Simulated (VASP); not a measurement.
# Cu12F in VASP: notebook

Cu12F is run at these levels: PBE+D3(BJ); tasks: single point.

Program: VASP 6.6.1. These are calculated values, not measurements. Logs are shortened: lines on timing, memory, paths and dates and some standing lists are left out, and cuts for length are marked.

### Step 1. The cell of the first run

The cell holds a slab with vacuum, 13 atoms: a = 5.039 Å, b = 5.039 Å, c = 22.115 Å, α = 90.00°, β = 90.00°, γ = 120.00°.

### Step 2. Single point, PBE+D3(BJ), collinear spin

Input file INCAR:

```
SYSTEM = Cu12F
PREC = Accurate
ENCUT = 520
EDIFF = 1E-6
ISMEAR = 0
SIGMA = 0.1
LREAL = .FALSE.
LASPH = .TRUE.
NELM = 150
ALGO = Normal
ISIF = 2
LWAVE = .FALSE.
LCHARG = .TRUE.
ISPIN = 2
MAGMOM = 0 0 0 0 0 0 0 0 0 0 0 0 1
LORBIT = 11
LMAXMIX = 4
LDIPOL = .TRUE.
IDIPOL = 3
DIPOL = 0.5 0.5 0.468
GGA = PE
IVDW = 12
LELF = .TRUE.
LVHAR = .TRUE.
LVACPOTAV = .TRUE.
NBANDS = 86
```

Input file KPOINTS:

```
Automatic mesh
0
G
  4 4 1
  0 0 0
```

Input file POSCAR:

```
Cu12F
1.0
    5.0393684365      0.0000000000      0.0000000000
   -2.5196842182      4.3642210850      0.0000000000
    0.0000000000      0.0000000000     22.1146270984
Cu F
12 1
Direct
    0.3333333333      0.1666666667      0.3617515215
    0.3333333333      0.6666666667      0.3617515215
    0.8333333333      0.1666666667      0.3617515215
    0.8333333333      0.6666666667      0.3617515215
    0.6676625790      0.3323374210      0.4552506998
    0.6676625790      0.8353251580      0.4552506998
    0.1646748420      0.3323374210      0.4552506998
    0.1666666667      0.8333333333      0.4580657077
    0.0027883479      0.5055766959      0.5496732216
    0.0027883479     -0.0027883479      0.5496732216
    0.5000000000      0.5000000000      0.5451071351
    0.4944233041     -0.0027883479      0.5496732216
    0.8333333333      0.1666666667      0.6170310027
```

Potentials or basis: VASP PAW PBE potentials, release 64 (Cu, F).

The run is started by

```bash
> cat potpaw_PBE.64/Cu/POTCAR potpaw_PBE.64/F/POTCAR > POTCAR
> mpirun -np 1 vasp_std > vasp.out
```

OUTCAR:

```text
SYSTEM = Cu12F
   PREC = Accurate
   ENCUT = 520
   EDIFF = 1E-6
   ISMEAR = 0
   LREAL = .FALSE.
   LASPH = .TRUE.
   NELM = 150
   ISIF = 2
   ISPIN = 2
   LORBIT = 11
   GGA = PE
   IVDW = 12
 IVDW          = 12

 ion  position               nearest neighbor table
   1  0.333  0.167  0.362-   2 2.52   2 2.52   4 2.52   4 2.52   3 2.52   3 2.52   7 2.53   5 2.53
                             8 2.58
   2  0.333  0.667  0.362-   1 2.52   1 2.52   3 2.52   3 2.52   4 2.52   4 2.52   7 2.53   6 2.53
                             8 2.58
   3  0.833  0.167  0.362-   4 2.52   4 2.52   2 2.52   2 2.52   1 2.52   1 2.52   5 2.52   6 2.52
                             7 2.52
   4  0.833  0.667  0.362-   3 2.52   3 2.52   1 2.52   1 2.52   2 2.52   2 2.52   6 2.53   5 2.53
                             8 2.58
   5  0.668  0.332  0.455-  11 2.47   6 2.50   7 2.50   8 2.52   8 2.52   3 2.52   4 2.53   1 2.53
                             6 2.53   7 2.53  12 2.55   9 2.55
   6  0.668  0.835  0.455-  11 2.47   5 2.50   7 2.50   8 2.52   8 2.52   3 2.52   4 2.53   2 2.53
                             5 2.53   7 2.53  10 2.55  12 2.55
   7  0.165  0.332  0.455-  11 2.47   6 2.50   5 2.50   8 2.52   8 2.52   3 2.52   1 2.53   2 2.53
                             6 2.53   5 2.53  10 2.55   9 2.55
   8  0.167  0.833  0.458-   9 2.48  12 2.48  10 2.48   7 2.52   6 2.52   5 2.52   5 2.52   7 2.52
                             6 2.52   2 2.58   1 2.58   4 2.58
   9  0.003  0.506  0.550-  13 2.10  10 2.48  12 2.48   8 2.48  11 2.52  11 2.52   5 2.55   7 2.55
                            10 2.56  12 2.56
  10  0.003  0.997  0.550-  13 2.10   9 2.48  12 2.48   8 2.48  11 2.52  11 2.52   7 2.55   6 2.55
                             9 2.56  12 2.56
  11  0.500  0.500  0.545-   6 2.47   5 2.47   7 2.47  12 2.52   9 2.52  10 2.52  10 2.52  12 2.52
                             9 2.52
  12  0.494  0.997  0.550-  13 2.10   9 2.48  10 2.48   8 2.48  11 2.52  11 2.52   5 2.55   6 2.55
                             9 2.56  10 2.56
  13  0.833  0.167  0.617-   9 2.10  10 2.10  12 2.10

  LATTYP: Found a hexagonal cell.
 ALAT       =     5.0393684365
 C/A-ratio  =     4.3883727449

  Lattice vectors:

 A1 = (   5.0393684365,   0.0000000000,   0.0000000000)
 A2 = (  -2.5196842182,   4.3642210850,   0.0000000000)
 A3 = (   0.0000000000,   0.0000000000,  22.1146270984)

Analysis of symmetry for initial positions (statically):
=====================================================================
 Subroutine PRICEL returns:
 Original cell was already a primitive cell.

 Routine SETGRP: Setting up the symmetry group for a
 hexagonal supercell.

 Subroutine GETGRP returns: Found  6 space group operations
 (whereof  2 operations were pure point group operations)
 out of a pool of 24 trial point group operations.

The static configuration has the point symmetry C_1h.
 The point group associated with its full space group is C_3v.

Analysis of symmetry for dynamics (positions and initial velocities):
=====================================================================
 Subroutine PRICEL returns:
 Original cell was already a primitive cell.

 Routine SETGRP: Setting up the symmetry group for a
 hexagonal supercell.

 Subroutine GETGRP returns: Found  6 space group operations
 (whereof  2 operations were pure point group operations)
 out of a pool of 24 trial point group operations.

The dynamic configuration has the point symmetry C_1h.
 The point group associated with its full space group is C_3v.

Analysis of structural, dynamic, and magnetic symmetry:
=====================================================================
 Subroutine PRICEL returns:
 Original cell was already a primitive cell.

 Routine SETGRP: Setting up the symmetry group for a
 hexagonal supercell.

 Subroutine GETGRP returns: Found  6 space group operations
 (whereof  2 operations were pure point group operations)
 out of a pool of 24 trial point group operations.

The overall configuration has the point symmetry C_1h.
 The point group associated with its full space group is C_3v.

 Subroutine INISYM returns: Found  6 space group operations
 (whereof  2 operations are pure point group operations),
 and found     1 'primitive' translations

----------------------------------------------------------------------------------------

                                     Primitive cell

  volume of cell :     486.3652

  direct lattice vectors                    reciprocal lattice vectors
     5.039368437  0.000000000  0.000000000     0.198437565  0.114567981  0.000000000
    -2.519684218  4.364221085  0.000000000     0.000000000  0.229135963  0.000000000
     0.000000000  0.000000000 22.114627098     0.000000000  0.000000000  0.045218940

  length of vectors
     5.039368437  5.039368436 22.114627098     0.229135963  0.229135963  0.045218940

  position of ions in fractional coordinates (direct lattice)
     0.333333333  0.166666667  0.361751521
     0.333333333  0.666666667  0.361751521
[... 65 lines left out ...]
   ions per type =              12   1
   NGX,Y,Z   is equivalent  to a cutoff of  13.20, 13.20, 12.63 a.u.
   NGXF,Y,Z  is equivalent  to a cutoff of  26.39, 26.39, 25.26 a.u.
 SYSTEM =  Cu12F
   PREC   = accura    normal or accurate (medium, high low for compatibility)
   ISTART =      0    job   : 0-new  1-cont  2-samecut
   ICHARG =      2    charge: 1-file 2-atom 10-const
   ISPIN  =      2    spin polarized calculation?
   LNONCOLLINEAR =      F non collinear calculations
   LSORBIT =      F    spin-orbit coupling
   LASPH  =      T    aspherical Exc in radial PAW
   ENCUT  =  520.0 eV  38.22 Ry    6.18 a.u.   9.37  9.37 41.12*2*pi/ulx,y,z
   NELM   =    150;   NELMIN=  2; NELMDL= -5     # of ELM steps
   EDIFF  = 0.1E-05   stopping-criterion for ELM
   LREAL  =      F    real-space projection
   EDIFFG = 0.1E-04   stopping-criterion for IOM
   NSW    =      0    number of steps for IOM
   IBRION =     -1    ionic relax: 0-MD 1-quasi-New 2-CG
   NFREE  =      0    steps in history (QN), initial steepest desc. (CG)
   ISIF   =      2    stress and relaxation
   ISYM   =      2    0-nonsym 1-usesym 2-fastsym
   POTIM  = 0.5000    time-step for ionic-motion
   TEBEG  =    0.0;   TEEND  =   0.0 temperature during run
   PSTRESS=    0.0 pullay stress
   NELECT =     139.0000    total number of electrons
   NUPDOWN=      -1.0000    fix difference up-down
   EMIN   =  10.00;   EMAX   =-10.00  energy-range for DOS
   EFERMI =   0.00;   METHOD = LEGACY
   ISMEAR =     0;   SIGMA  =   0.10  broadening in eV -4-tet -1-fermi 0-gaus
   EFERMI_NEDOS =   21; number of points for ismear=-14 and -15
   IALGO  =     38    algorithm
   IMIX   =      4    mixing-type and parameters
     AMIX     =   0.40;   BMIX     =  1.00
     AMIX_MAG =   1.60;   BMIX_MAG =  1.00
  volume/ion in A,a.u.               =      37.41       252.47
  Fermi-wavevector in a.u.,A,eV,Ry     =   1.078348  2.037782 15.821323  1.162834
  Thomas-Fermi vector in A             =   2.214284
   LORBIT       =     11    0 simple, 1 ext, 2 COOP (PROOUT), +10 PAW based schemes
   GGA     = PE    functional components
   LHFCALC =     F    Hartree Fock is set to
   AEXX    =    0.0000 exact exchange contribution
   IVDW    =    12    specifies the selected vdW correction
   LEPSILON=     F    determine dielectric tensor
   LRPA    =     F    only Hartree local field effects (RPA)
 spin polarized calculation
 Gauss-broadening in eV      SIGMA  =   0.10
  energy-cutoff  :      520.00
  volume of cell :      486.37
 maximum number of plane-waves:     13118
 NGX is ok and might be reduce to    40
   NGX = 19   NGY = 19   NGZ = 83

 dipolmoment           0.000000      0.000000     -0.007583 electrons x Angstroem

 number of electron     138.9999961 magnetization       0.0000759

 dipolmoment           0.000000      0.000000      0.126378 electrons x Angstroem

 Free energy of the ion-electron system (eV)
  ---------------------------------------------------
  ext. energy  EPLUGINS =         0.00000000
  ---------------------------------------------------
  free energy    TOTEN  =       -45.44753227 eV

  energy without entropy =      -45.38977911  energy(sigma->0) =      -45.41865569

 E-fermi :  -1.3616     XC(G=0):  -4.5936

 val. band max:       -1.3699104672   @ k =   0.2500  -0.0000   0.0000
 cond. band min:      -1.3540204355   @ k =   0.0000   0.0000   0.0000
 fundamental gap:      0.0158900317
 Fermi energy:        -1.3615757767

 spin component 1

 k-point     1 :       0.0000    0.0000    0.0000
  band No.  band energies     occupation
      1     -24.4016      1.00000
      2     -10.2927      1.00000
      3      -8.3546      1.00000
      4      -7.0623      1.00000
      5      -6.6304      1.00000
      6      -6.6304      1.00000
[... 325 lines left out ...]
     80       4.3542      0.00000
     81       4.5398      0.00000
 Fermi energy:        -1.3615757767

 spin component 2

 k-point     1 :       0.0000    0.0000    0.0000
  band No.  band energies     occupation
      1     -24.4016      1.00000
      2     -10.2926      1.00000
      3      -8.3546      1.00000
      4      -7.0623      1.00000
      5      -6.6304      1.00000
      6      -6.6304      1.00000
[... 325 lines left out ...]
     80       4.3587      0.00000
     81       4.5500      0.00000
 [bands above 81 left out]

------------------------ aborting loop because EDIFF is reached ----------------------------------------

 Edisp (eV)   -4.85709

 E8    (eV) :    -2.1733

  FORCE on cell =-STRESS in cart. coord.  units (eV):
  Direction    XX          YY          ZZ          XY          YZ          ZX
  --------------------------------------------------------------------------------------
  -------------------------------------------------------------------------------------
  Total      -1.52981    -1.52981     0.27164    -0.00000     0.00000    -0.00000
  in kB      -5.03949    -5.03949     0.89484    -0.00000     0.00000    -0.00000
  external pressure =       -3.06 kB  Pullay stress =        0.00 kB

 VOLUME and BASIS-vectors are now :
 -----------------------------------------------------------------------------
  energy-cutoff  :      520.00
  volume of cell :      486.37
      direct lattice vectors                 reciprocal lattice vectors
     5.039368437  0.000000000  0.000000000     0.198437565  0.114567981  0.000000000
    -2.519684218  4.364221085  0.000000000     0.000000000  0.229135963  0.000000000
     0.000000000  0.000000000 22.114627098     0.000000000  0.000000000  0.045218940

 POSITION                                       TOTAL-FORCE (eV/Angst)
 -----------------------------------------------------------------------------------
      1.25984      0.72737      8.00000        -0.000000     -0.044789     -0.009672
     -0.00000      2.90948      8.00000        -0.038788      0.022394     -0.009672
      3.77953      0.72737      8.00000         0.000000      0.000000     -0.058104
      2.51968      2.90948      8.00000         0.038788      0.022394     -0.009672
      2.52721      1.45039     10.06770         0.006405     -0.003698     -0.012909
      1.25984      3.64554     10.06770         0.000000      0.007396     -0.012909
     -0.00753      1.45039     10.06770        -0.006405     -0.003698     -0.012909
     -1.25984      3.63685     10.12995         0.000000      0.000000      0.018540
     -1.25984      2.20645     12.15582        -0.000000     -0.008013      0.022289
     -2.49861      4.35205     12.15582        -0.006939      0.004006      0.022289
      1.25984      2.18211     12.05484         0.000000      0.000000      0.021534
     -0.02108      4.35205     12.15582         0.006939      0.004006      0.022289
      3.77953      0.72737     13.64541         0.000000      0.000000      0.018905
 -----------------------------------------------------------------------------------
    total drift:                                0.000001     -0.000002      0.006214

  FREE ENERGIE OF THE ION-ELECTRON SYSTEM (eV)
  ---------------------------------------------------
  free  energy   TOTEN  =       -50.3046267106 eV

  energy  without entropy=      -50.2468735477  energy(sigma->0) =      -50.27575013

 vacuum level on the upper side and lower side of the slab         4.474         3.434

 total charge

# of ion       s       p       d       tot
------------------------------------------
    1        0.464   0.311   9.181   9.955
    2        0.464   0.311   9.181   9.955
    3        0.472   0.320   9.170   9.962
    4        0.464   0.311   9.181   9.955
    5        0.455   0.395   9.192  10.043
    6        0.455   0.395   9.192  10.043
    7        0.455   0.395   9.192  10.043
    8        0.437   0.414   9.178  10.029
    9        0.431   0.335   9.201   9.967
   10        0.431   0.335   9.201   9.967
   11        0.475   0.311   9.205   9.991
   12        0.431   0.335   9.201   9.967
   13        1.744   4.280   0.000   6.024
--------------------------------------------------
tot          7.177   8.446 110.276 125.899

 magnetization (x)

# of ion       s       p       d       tot
------------------------------------------
    1       -0.000   0.000  -0.000  -0.000
    2       -0.000   0.000  -0.000  -0.000
    3       -0.000   0.000  -0.000  -0.000
    4       -0.000   0.000  -0.000  -0.000
    5       -0.000   0.000  -0.000  -0.000
    6       -0.000   0.000  -0.000  -0.000
    7       -0.000   0.000  -0.000  -0.000
    8       -0.000   0.000  -0.000  -0.000
    9       -0.000   0.000  -0.000  -0.000
   10       -0.000   0.000  -0.000  -0.000
   11       -0.000   0.000  -0.000  -0.000
   12       -0.000   0.000  -0.000  -0.000
   13        0.000  -0.000   0.000  -0.000
--------------------------------------------------
tot         -0.000   0.000  -0.000  -0.000
```

Wall time 15 min (1 thread of Intel Xeon Platinum 8488C (Sapphire Rapids), shared host); peak memory 0.88 GiB.

Results:

```yaml
Free_energy: -50.3046 eV
Largest_force: 0.058 eV/Å
Net_moment: 0.00 μB per cell
Valence_electrons_inside_the_program's_atomic_spheres: Cu 9.96, 10.04, 10.03, 9.97, 9.99 (each value once); F 6.02
Dispersion_energy_per_atom: -0.374 eV
```

Forces in eV/Å, atoms in the order of the input:
```
Cu   0.000 -0.045 -0.010
Cu  -0.039  0.022 -0.010
Cu   0.000  0.000 -0.058
Cu   0.039  0.022 -0.010
Cu   0.006 -0.004 -0.013
Cu   0.000  0.007 -0.013
Cu  -0.006 -0.004 -0.013
Cu   0.000  0.000  0.019
Cu   0.000 -0.008  0.022
Cu  -0.007  0.004  0.022
Cu   0.000  0.000  0.022
Cu   0.007  0.004  0.022
F    0.000  0.000  0.019
```

(Part 1 of 2 ends here.)
